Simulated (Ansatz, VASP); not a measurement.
Two plane-wave programs on TaSi2

```xyz
9
Lattice="4.8055 0.0000 0.0000 -2.4028 4.1617 0.0000 0.0000 0.0000 6.5972" Properties=species:S:1:pos:R:3 pbc="T T T"
Ta    1.2014    2.0808    1.0995
Ta    2.4028    0.0000    5.4977
Ta   -1.2014    2.0808    3.2986
Si    1.1455    0.6614    3.2986
Si    0.0000    1.3227    5.4977
Si   -1.2572    3.5003    1.0995
Si    1.2572    3.5003    3.2986
Si    2.4028    2.8390    5.4977
Si    3.6600    0.6614    1.0995
```

Alike in both runs: task single point; functional PBE; k mesh 9 × 9 × 6; occupations gaussian, width 0.1 eV; no spin polarisation.

|  | VASP | Ansatz |
| --- | --- | --- |
| version | VASP 6.6.1 | Ansatz 0.2.0 |
| potentials or method | VASP PAW PBE potentials, release 64 (Ta_pv, Si), cutoff 520 eV | scalar-relativistic, plane waves, PAW |
| valence electrons in the cell | 57 | 63 |

Ansatz gave:

| Quantity | Value |
| --- | --- |
| gap on the k mesh at the Fermi level (eV) | none |
| pressure (GPa) | 0.0 |
| traceless stress, the component that is largest in VASP (GPa) | 0.06 |

Q: What did VASP give for the same quantities?

A: gap on the k mesh at the Fermi level (eV): none; pressure (GPa): 0.1; traceless stress, the component that is largest in VASP (GPa): 0.07.

A gap of «none» marks a metal or a gap that the smearing closes. VASP's potentials hold 57 valence electrons a cell and Ansatz's 63, so a difference there can come from the potentials and not from the codes.

Neither program's run includes spin-orbit coupling.
